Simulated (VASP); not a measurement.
A run of VASP 6.6.1 is set up as follows.

INCAR

```
  ALGO = Normal
  EDIFF = 1E-6
  ENCUT = 500
  GGA = PE
  GGA_COMPAT = False
  ISIF = 2
  ISMEAR = 0
  IVDW = 12
  LASPH = True
  LCHARG = False
  LREAL = False
  LWAVE = False
  NBANDS = 26
  NELM = 120
  PREC = Accurate
  SIGMA = 0.02
```

File KPOINTS:

```
k-points
0
Gamma
  9 9 6
```

File POSCAR:

```
ZnS
1.0
    3.7950485274      0.0000000000      0.0000000000
   -1.8975242637      3.2866084333      0.0000000000
    0.0000000000      0.0000000000      6.2348865906
Zn S
2 2
Direct
    0.3333333333      0.6666666667      0.0015765605
    0.6666666667      0.3333333333      0.5015765605
    0.3333333333      0.6666666667      0.3754234395
    0.6666666667      0.3333333333      0.8754234395
```

Potentials or basis: VASP PAW PBE potentials, release 64 (Zn, S).

Run with:

```bash
$ cat potpaw_PBE.64/Zn/POTCAR potpaw_PBE.64/S/POTCAR > POTCAR
$ mpirun -np 1 vasp_std > vasp.out
```

(1) Estimate the band gap on the k mesh.

(2) What does it give for the dispersion energy per atom?

(3) Estimate the pressure.

Answers

(1) 2.25 eV.

(2) -0.313 eV.

(3) 0.2 GPa.
